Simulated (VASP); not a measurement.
Wanted: the native input for a VASP 6.6.1 run.

```
Task                   : single point
Functional             : PBE
Potentials or basis    : VASP PAW PBE potentials, release 64 (Zr_sv, Ti_sv, N)
Cutoff                 : 520 eV
k mesh                 : 12 × 12 × 4
Occupations            : gaussian, width 0.1 eV
Spin                   : no spin polarisation
Dipole correction      : no
Further INCAR settings : ALGO = Normal; EDIFF = 1e-07; NBANDS = 44
```

The structure of Zr3TiN4 lies in POSCAR:

```
Zr3TiN4
1.0
    3.2039331000      0.0000000000      0.0000000000
    0.0000000000      3.2039331000      0.0000000000
    0.0000000000      0.0000000000      9.0330583000
Zr Ti N
3 1 4
Direct
    0.0000000000      0.0000000000      0.7416330000
    0.0000000000      0.0000000000      0.2583670000
    0.5000000000      0.5000000000      0.0000000000
    0.5000000000      0.5000000000      0.5000000000
    0.0000000000      0.0000000000      0.5000000000
    0.5000000000      0.5000000000      0.2572520000
    0.0000000000      0.0000000000      0.0000000000
    0.5000000000      0.5000000000      0.7427480000
```

The input as run:

INCAR

```
ALGO = Normal
EDIFF = 1E-7
ENCUT = 520
GGA = PE
ISIF = 2
ISMEAR = 0
LASPH = True
LCHARG = False
LREAL = False
LWAVE = False
NBANDS = 44
NELM = 80
PREC = Accurate
SIGMA = 0.1
```

KPOINTS

```
k-points
0
Gamma
  12 12 4
```

Potentials or basis: VASP PAW PBE potentials, release 64 (Zr_sv, Ti_sv, N).

Launch:

```sh
$ cat potpaw_PBE.64/Zr_sv/POTCAR potpaw_PBE.64/Ti_sv/POTCAR potpaw_PBE.64/N/POTCAR > POTCAR
$ mpirun -np 1 vasp_std > vasp.out
```

Results of the run:

| Item | Value |
| --- | --- |
| Pressure | 0.3 GPa |
| Largest force | 0.005 eV/Å |
| Band gap on the k mesh | zero (bands 34 and 35 overlap by 3.09 eV) |

Wall time 2.7 min on 1 thread of Intel(R) Xeon(R) 6975P-C (Granite Rapids), on a shared host, peak memory 0.39 GiB.
